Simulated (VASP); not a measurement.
Set up this calculation in VASP 6.6.1, as the native input.

```yaml
Task: single point
Functional: PBE
Potentials_or_basis: VASP PAW PBE potentials, release 64 (Ba_sv, S)
Cutoff: 520 eV
k_mesh: 6 × 6 × 6
Occupations: fermi-dirac, width 0.02 eV
Spin: no spin polarisation
Dipole_correction: no
Further_INCAR_settings: ALGO = Normal; EDIFF = 1e-07; NBANDS = 15
```

The structure of BaS lies in POSCAR:

```
BaS
1.0
    0.0000000000      3.5028705356      3.5480831883
    3.5028705356      0.0000000000      3.5480831883
    3.5028705356      3.5028705356      0.0000000000
Ba S
1 1
Direct
    0.0000000000      0.0000000000      0.0000000000
    0.2500000000      0.2500000000      0.2500000000
```

This cell differs from its parent crystal: epitaxial xy strain -0.5%.

One way to write it, as run:

INCAR

```
SYSTEM = BaS
PREC = Accurate
ENCUT = 520
EDIFF = 1E-7
ISMEAR = -1
SIGMA = 0.02
LREAL = .False.
LASPH = .True.
NELM = 80
ALGO = Normal
ISIF = 2
LWAVE = .False.
LCHARG = .True.
GGA = PE
LELF = .True.
LVHAR = .True.
NBANDS = 15
```

KPOINTS

```
Automatic mesh
0
Gamma
  6 6 6
  0 0 0
```

Potentials or basis: VASP PAW PBE potentials, release 64 (Ba_sv, S).

Launch:

```console
$ cat potpaw_PBE.64/Ba_sv/POTCAR potpaw_PBE.64/S/POTCAR > POTCAR
$ mpirun -np 1 vasp_std > vasp.out
```

It gave:

```json
{
  "Pressure": "0.4 GPa",
  "Band gap on the k mesh": "2.76 eV (least direct gap 3.40 eV)"
}
```

Caveat: the cell differs from its parent crystal (epitaxial xy strain -0.5%); the structure was generated, so it needn't be the stable form of BaS; spin-orbit coupling is left out, which moves the levels of the heavy elements.

Run time: 70 s on 1 thread of AMD EPYC 7R13 (shared host), peak memory 0.22 GiB.
